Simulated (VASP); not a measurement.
# Sc2GaS (P6/mmm) in VASP: a series of runs, part 2 of 2

VASP 6.6.1.

### Step 4. Relaxation of cell and atoms, PBE

INCAR

```
PREC = Accurate ; ENCUT = 600
EDIFF = 1E-6 ; ISMEAR = 0
SIGMA = 0.1 ; LREAL = False
LASPH = True ; NELM = 60
ALGO = Normal ; ISIF = 3
LWAVE = False ; LCHARG = False
GGA = PE ; IBRION = 2
NSW = 90 ; EDIFFG = -0.04
```

KPOINTS

```
regular mesh
0
Gamma
  6 6 4
```

POSCAR

```
Sc2GaS
1.0
    4.6338607700      0.0000000000      0.0000000000
   -2.3169303800      4.0130411400      0.0000000000
    0.0000000000      0.0000000000      4.8252871400
Sc Ga S
2 1 1
Direct
    0.3333333300      0.6666666700      0.0000000000
    0.6666666700      0.3333333300      0.0000000000
    0.0000000000      0.0000000000      0.0000000000
    0.0000000000      0.0000000000      0.5000000000
```

Potentials or basis: VASP PAW PBE potentials, release 64 (Sc_sv, Ga_d, S).

The run is started by

```console
> cat potpaw_PBE.64/Sc_sv/POTCAR potpaw_PBE.64/Ga_d/POTCAR potpaw_PBE.64/S/POTCAR > POTCAR
> mpirun -np 1 vasp_std > vasp.out
```

OUTCAR:

```text
PREC = Accurate
   ENCUT = 600
   EDIFF = 1E-6
   ISMEAR = 0
   LREAL = False
   LASPH = True
   NELM = 60
   ISIF = 3
   GGA = PE
   IBRION = 2
   NSW = 90
   EDIFFG = -0.04

 ion  position               nearest neighbor table
   1  0.333  0.667  0.000-   2 2.68   3 2.68   2 2.68   3 2.68   3 2.68   2 2.68
   2  0.667  0.333  0.000-   1 2.68   3 2.68   1 2.68   3 2.68   3 2.68   1 2.68
   3  0.000  0.000  0.000-   4 2.41   4 2.41   1 2.68   2 2.68   1 2.68   2 2.68   2 2.68   1 2.68

   4  0.000  0.000  0.500-   3 2.41   3 2.41

  LATTYP: Found a hexagonal cell.
 ALAT       =     4.6338607700
 C/A-ratio  =     1.0413103413

  Lattice vectors:

 A1 = (   4.6338607700,   0.0000000000,   0.0000000000)
 A2 = (  -2.3169303800,   4.0130411400,   0.0000000000)
 A3 = (   0.0000000000,   0.0000000000,   4.8252871400)

Analysis of symmetry for initial positions (statically):
=====================================================================
 Subroutine PRICEL returns:
 Original cell was already a primitive cell.

 Routine SETGRP: Setting up the symmetry group for a
 hexagonal supercell.

 Subroutine GETGRP returns: Found 24 space group operations
 (whereof 24 operations were pure point group operations)
 out of a pool of 24 trial point group operations.

The static configuration has the point symmetry D_6h.

[... 143 lines left out ...]
 conjugate gradient relaxation of ions
 non-spin polarized calculation
 Gauss-broadening in eV      SIGMA  =   0.10
  energy-cutoff  :      600.00
  volume of cell :       89.73
 maximum number of plane-waves:      3031
 NGX is ok and might be reduce to    40
   NGX = 19   NGY = 19   NGZ = 19

--------------------------------------- Ionic step        1  -------------------------------------------

 number of electron      40.9999998 magnetization

 Free energy of the ion-electron system (eV)
  ---------------------------------------------------
  ext. energy  EPLUGINS =         0.00000000
  ---------------------------------------------------
  free energy    TOTEN  =       -17.69649048 eV

  energy without entropy =      -17.67794637  energy(sigma->0) =      -17.68721842

 E-fermi :   4.6083     XC(G=0):  -9.5869

 val. band max:        4.5525450624   @ k =   0.3333   0.0000   0.5000
 cond. band min:       4.6377939840   @ k =   0.3333   0.0000   0.0000
 fundamental gap:      0.0852489216
 Fermi energy:         4.6082679391

 k-point     1 :       0.0000    0.0000    0.0000
  band No.  band energies     occupation
      1     -45.0702      2.00000
      2     -44.7884      2.00000
      3     -23.9674      2.00000
      4     -23.9637      2.00000
      5     -23.9637      2.00000
      6     -23.7434      2.00000
[... 707 lines left out ...]
--------------------------------------- Ionic step        5  -------------------------------------------

 number of electron      41.0000013 magnetization

 Free energy of the ion-electron system (eV)
  ---------------------------------------------------
  ext. energy  EPLUGINS =         0.00000000
  ---------------------------------------------------
  free energy    TOTEN  =       -18.24736205 eV

  energy without entropy =      -18.21940000  energy(sigma->0) =      -18.23338102

 E-fermi :   3.2757     XC(G=0):  -8.8479

 val. band max:        3.2689540279   @ k =   0.3333   0.1667   0.5000
 cond. band min:       3.2787876176   @ k =   0.1667  -0.0000   0.0000
 fundamental gap:      0.0098335896
 Fermi energy:         3.2756753403

 k-point     1 :       0.0000    0.0000    0.0000
  band No.  band energies     occupation
      1     -46.7484      2.00000
      2     -46.6209      2.00000
      3     -25.6876      2.00000
      4     -25.5781      2.00000
      5     -25.4293      2.00000
      6     -25.4293      2.00000
[... 587 lines left out ...]
  FREE ENERGIE OF THE ION-ELECTRON SYSTEM (eV)
  ---------------------------------------------------
  free  energy   TOTEN  =       -18.2473620464 eV

  energy  without entropy=      -18.2193999991  energy(sigma->0) =      -18.23338102

 reached required accuracy - stopping structural energy minimisation
```

OSZICAR:

```text
N       E                     dE             d eps       ncg     rms          rms(c)
DAV:   1     0.652650692788E+03    0.65265E+03   -0.21286E+04  1032   0.237E+03
DAV:   2     0.566622980661E+02   -0.59599E+03   -0.59192E+03  1368   0.748E+02
DAV:   3    -0.154646844014E+02   -0.72127E+02   -0.71615E+02  1576   0.271E+02
DAV:   4    -0.198716619458E+02   -0.44070E+01   -0.43787E+01  1568   0.538E+01
[... 49 lines left out ...]
DAV:   3    -0.182476890512E+02    0.97972E-03   -0.78815E-03  1680   0.530E-01    0.117E-01
DAV:   4    -0.182473912147E+02    0.29784E-03   -0.79444E-04  1472   0.224E-01    0.453E-02
DAV:   5    -0.182473652434E+02    0.25971E-04   -0.93416E-05  1504   0.637E-02    0.165E-02
DAV:   6    -0.182473622092E+02    0.30343E-05   -0.11402E-05  1168   0.223E-02    0.542E-03
DAV:   7    -0.182473620464E+02    0.16275E-06   -0.16476E-06   960   0.110E-02
   5 F= -.18247362E+02 E0= -.18233381E+02  d E =-.506695E-03
```

CONTCAR:

```text
Sc2GaS
   1.00000000000000
     4.9835098036501559    0.0000000004341406    0.0000000000000000
    -2.4917548960718250    4.3158460843343782   -0.0000000000000000
     0.0000000000000000    0.0000000000000000    5.0068628647935842
  Sc              Ga              S
     2     1     1
Direct
     0.3333333300000021    0.6666666699999979    1.0000000000000000
     0.6666666699999979    0.3333333300000021    0.0000000000000000
     0.0000000000000000    1.0000000000000000    0.0000000000000000
     0.0000000000000000    1.0000000000000000    0.5000000000000000

  0.00000000E+00  0.00000000E+00  0.00000000E+00
  0.00000000E+00  0.00000000E+00  0.00000000E+00
  0.00000000E+00  0.00000000E+00  0.00000000E+00
  0.00000000E+00  0.00000000E+00  0.00000000E+00
```

It took 3.8 min on 1 thread of Oxide Virtual Turin-like, shared host; peak memory 0.25 GiB.

Results:

```yaml
Free_energy: -18.2474 eV
Relaxed_volume: 26.92 Å³/atom
Relaxed_cell: a = 4.984 Å, b = 4.984 Å, c = 5.007 Å, α = 90.00°, β = 90.00°, γ = 120.00°
Space_group_after_relaxing_to_0.1_Å: P6/mmm (No. 191)
Energy_gained_by_relaxing: 137.7 meV/atom
Ionic_steps: 5
Pressure_after_relaxing: -0.1 GPa
Band_gap_on_the_k_mesh: zero (an odd number of electrons rules out a gap without spin polarisation)
```

Step by step:
| step | energy change (eV) | largest force (eV/Å) | pressure (GPa) | volume (Å³) |
| --- | --- | --- | --- | --- |
| 1 | 0.0000 | 0.0000 | 10.51 | 89.73 |
| 2 | -0.5398 | 0.0000 | -1.01 | 110.16 |
| 3 | -0.5504 | 0.0000 | 0.12 | 107.15 |
| 4 | -0.5504 | 0.0000 | -0.02 | 107.51 |
| 5 | -0.5509 | 0.0000 | -0.06 | 107.69 |

Final structure:
```yaml
crystal:
  lattice:
    - [4.98351, 0.00000, 0.00000]
    - [-2.49175, 4.31585, 0.00000]
    - [0.00000, 0.00000, 5.00686]
  atoms:
    - { symbol: Sc, position: [0.33333, 0.66667, 0.00000] }
    - { symbol: Sc, position: [0.66667, 0.33333, 0.00000] }
    - { symbol: Ga, position: [0.00000, 0.00000, 0.00000] }
    - { symbol: S, position: [0.00000, 0.00000, 0.50000] }
```

Caveat: the volume moved by over 15 % at a fixed basis, so the end points are rough.

### Step 5. Single point, PBE

This run uses another cell than the first one, of 26.90 Å³/atom.

INCAR

```
  PREC = Accurate
  ENCUT = 520
  EDIFF = 1E-6
  ISMEAR = 0
  SIGMA = 0.1
  LREAL = False
  LASPH = True
  NELM = 100
  ALGO = Fast
  ISIF = 2
  LWAVE = False
  LCHARG = False
  GGA = PE
  NBANDS = 28
```

KPOINTS

```
Automatic mesh
0
Gamma
  12 12 10
```

POSCAR

```
Sc2GaS
1.0
    4.9693109829      0.0000000000      0.0000000000
   -2.4846554915      4.3035495505      0.0000000000
    0.0000000000      0.0000000000      5.0313277593
Sc Ga S
2 1 1
Direct
    0.3333333333      0.6666666667      0.0000000000
    0.6666666667      0.3333333333      0.0000000000
    0.0000000000      0.0000000000      0.0000000000
    0.0000000000      0.0000000000      0.5000000000
```

The run is started by

```console
> cat potpaw_PBE.64/Sc_sv/POTCAR potpaw_PBE.64/Ga_d/POTCAR potpaw_PBE.64/S/POTCAR > POTCAR
> mpirun -np 1 vasp_std > vasp.out
```

Wall time 11 min (1 thread of Oxide Virtual Turin-like, shared host); peak memory 0.45 GiB.

The run converged. Its results:

| Item | Value |
| --- | --- |
| Free energy | -18.2800 eV |
| Pressure | 0.0 GPa |
| Band gap on the k mesh | zero (an odd number of electrons rules out a gap without spin polarisation) |

Levels at points of the mesh, in eV from the Fermi level:
| k point | band 18 | band 19 | band 20 | band 21 | band 22 | band 23 |
| --- | --- | --- | --- | --- | --- | --- |
| (0.00, 0.00, 0.00) | -2.96 | -0.46 | -0.15 | -0.15 | 0.54 | 0.54 |
| (0.50, 0.00, 0.00) | -2.94 | -1.06 | -0.64 | -0.16 | 0.10 | 0.88 |
| (0.00, 0.00, 0.50) | -1.44 | -1.44 | -0.89 | 0.27 | 0.27 | 0.45 |
| (0.50, 0.00, 0.50) | -2.63 | -0.81 | -0.52 | -0.09 | 0.37 | 0.74 |

### Step 6. Single point, PBE

This run uses another cell than the first one, of 26.81 Å³/atom.

INCAR

```
SYSTEM = Sc2GaS
PREC = Accurate
ENCUT = 520
EDIFF = 1E-7
ISMEAR = 0
SIGMA = 0.1
LREAL = .FALSE.
LASPH = .TRUE.
NELM = 60
ALGO = Normal
ISIF = 2
LWAVE = .FALSE.
LCHARG = .FALSE.
GGA = PE
NBANDS = 28
```

KPOINTS

```
Automatic mesh
0
G
  6 6 4
  0 0 0
```

POSCAR

```
Sc2GaS
1.0
    4.9719723902     -0.0000000031      0.0000000000
   -2.4859861924      4.3058543984      0.0000000000
    0.0000000000      0.0000000000      5.0092273709
Sc Ga S
2 1 1
Direct
    0.3333333333      0.6666666667      0.0000000000
    0.6666666667      0.3333333333      0.0000000000
    0.0000000000      0.0000000000      0.0000000000
    0.0000000000      0.0000000000      0.5000000000
```

Potentials or basis: VASP PAW PBE potentials, release 64 (Sc_sv, Ga_d, S).

The run is started by

```console
> cat potpaw_PBE.64/Sc_sv/POTCAR potpaw_PBE.64/Ga_d/POTCAR potpaw_PBE.64/S/POTCAR > POTCAR
> mpirun -np 1 vasp_std > vasp.out
```

It took 2.7 min on 1 thread of Oxide Virtual Turin-like, shared host; peak memory 0.24 GiB.

The run converged. Its results:

- Free energy: -18.2504 eV
- Pressure: 0.1 GPa
- Band gap on the k mesh: zero (an odd number of electrons rules out a gap without spin polarisation)

Levels at points of the mesh, in eV from the Fermi level:
```
           k point  band 16  band 17  band 18  band 19  band 20  band 21  band 22  band 23  band 24  band 25
(0.00, 0.00, 0.00)    -4.45    -2.97    -2.97    -0.46    -0.11    -0.11     0.59     0.59     0.83     0.83
(0.50, 0.00, 0.00)    -4.44    -4.28    -2.96    -1.01    -0.60    -0.11     0.14     0.90     1.02     1.22
(0.00, 0.00, 0.50)    -2.27    -2.27    -1.41    -1.41    -0.85     0.31     0.31     0.47     0.92     0.92
(0.50, 0.00, 0.50)    -3.20    -2.75    -2.63    -0.78    -0.48    -0.05     0.43     0.78     0.89     1.31
```

### Step 7. Single point, PBE

This run uses another cell than the first one, of 26.90 Å³/atom.

INCAR

```
  PREC = Accurate
  ENCUT = 520
  EDIFF = 1E-6
  ISMEAR = 0
  SIGMA = 0.1
  LREAL = False
  LASPH = True
  NELM = 100
  ALGO = Fast
  ISIF = 2
  LWAVE = False
  LCHARG = False
  GGA = PE
  NBANDS = 28
```

KPOINTS

```
Automatic mesh
0
Gamma
  12 12 10
```

POSCAR

```
Sc2GaS
1.0
    4.9693109869      0.0000000000      0.0000000000
   -2.4846554934      4.3035495539      0.0000000000
    0.0000000000      0.0000000000      5.0313277681
Sc Ga S
2 1 1
Direct
    0.3333333333      0.6666666667      0.0000000000
    0.6666666667      0.3333333333      0.0000000000
    0.0000000000      0.0000000000      0.0000000000
    0.0000000000      0.0000000000      0.5000000000
```

The run is started by

```console
> cat potpaw_PBE.64/Sc_sv/POTCAR potpaw_PBE.64/Ga_d/POTCAR potpaw_PBE.64/S/POTCAR > POTCAR
> mpirun -np 1 vasp_std > vasp.out
```

Run time: 15 min. Hardware: 1 thread of Oxide Virtual Turin-like, shared host; peak memory 0.46 GiB.

The run converged. Its results:

```yaml
Free_energy: -18.2800 eV
Pressure: 0.0 GPa
Band_gap_on_the_k_mesh: zero (an odd number of electrons rules out a gap without spin polarisation)
```

Levels at points of the mesh, in eV from the Fermi level:
```
           k point  band 16  band 17  band 18  band 19  band 20  band 21  band 22  band 23  band 24  band 25
(0.00, 0.00, 0.00)    -4.44    -2.96    -2.96    -0.46    -0.15    -0.15     0.54     0.54     0.79     0.79
(0.50, 0.00, 0.00)    -4.43    -4.27    -2.94    -1.06    -0.64    -0.16     0.10     0.88     0.98     1.17
(0.00, 0.00, 0.50)    -2.26    -2.26    -1.44    -1.44    -0.89     0.27     0.27     0.45     0.88     0.88
(0.50, 0.00, 0.50)    -3.20    -2.78    -2.63    -0.81    -0.52    -0.09     0.37     0.74     0.85     1.26
```

### Step 8. Summary

```csv
task,cell,k mesh,cutoff (eV),gap on the mesh (eV),pressure (GPa)
single point,"a = 4.634, b = 4.634, c = 4.825 Å, angles 90.0, 90.0, 120.0°, 4 atoms",6 × 6 × 4,520,none,10.5
single point,"a = 4.972, b = 4.972, c = 5.009 Å, angles 90.0, 90.0, 120.0°, 4 atoms",6 × 6 × 4,520,none,0.1
relaxation of cell and atoms,"relaxed from a = 4.634, b = 4.634, c = 4.825 Å, angles 90.0, 90.0, 120.0°, 4 atoms",6 × 6 × 4,600,none,-0.1
single point,"a = 4.969, b = 4.969, c = 5.031 Å, angles 90.0, 90.0, 120.0°, 4 atoms",12 × 12 × 10,520,none,0.0
```

Alike in all rows: level PBE; potentials or basis VASP PAW PBE potentials, release 64 (Sc_sv, Ga_d, S); no spin polarisation; smearing gaussian 0.1 eV.

Caveats: the stress differs along the axes, from 6 to 13 GPa (at least some runs); the volume moved by over 15 % at a fixed basis, so the end points are rough (at least some runs).

Absolute energies hang on the potentials; compare differences alone.

The gap in the log of VASP goes by the Fermi energy; the results here count the filled bands.